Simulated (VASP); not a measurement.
A run of VASP 6.6.1:

POSCAR

```
Rb
1.0
   -3.0498838455      3.0498838455      2.8189971937
    3.0498838455     -3.0498838455      2.8189971937
    3.0498838455      3.0498838455     -2.8189971937
Rb
1
Direct
    0.0000000000      0.0000000000      0.0000000000
```

INCAR.step1

```
GGA = RP ; ISMEAR = -1
SIGMA = 0.03 ; LWAVE = F
LCHARG = F ; NSW = 80
PREC = Accurate ; LASPH = T
LREAL = F ; ALGO = Normal
EDIFF = 1E-6 ; NELM = 120
GGA_COMPAT = F ; IBRION = 2
ISIF = 3 ; EDIFFG = -0.005
NELMIN = 4 ; ENCUT = 330
KPAR = 2 ; POTIM = 0.5
```

File INCAR.step3:

```
GGA = RP ; ISMEAR = -1
SIGMA = 0.03 ; LWAVE = F
LCHARG = F ; PREC = Accurate
LASPH = T ; LREAL = F
ALGO = Normal ; EDIFF = 1E-6
NELM = 120 ; GGA_COMPAT = F
ISIF = 2 ; ENCUT = 330
KPAR = 2
```

KPOINTS

```
Automatic mesh
0
Gamma
  7 7 7
  0 0 0
```

Potentials or basis: VASP PAW PBE potentials, release 64 (Rb_sv).

Command:

```bash
$ cat potpaw_PBE.64/Rb_sv/POTCAR > POTCAR
$ cp INCAR.step1 INCAR
$ cp POSCAR.step1 POSCAR
$ mpirun -np 2 vasp_std > vasp.out
$ cp CONTCAR POSCAR
$ mpirun -np 2 vasp_std > vasp.out
$ cp CONTCAR POSCAR
$ cp INCAR.step3 INCAR
$ mpirun -np 2 vasp_std > vasp.out
```

Hardware: 2 MPI ranks on Intel(R) Xeon(R) 6975P-C (Granite Rapids), with other jobs on the host.

**Question.** Estimate the wall time of this run.

**Answer.** Run time: 46 s on 2 MPI ranks on Intel(R) Xeon(R) 6975P-C (Granite Rapids), with other jobs on the host, peak memory 0.16 GiB a rank. Counts: k points 40, ion steps 12.
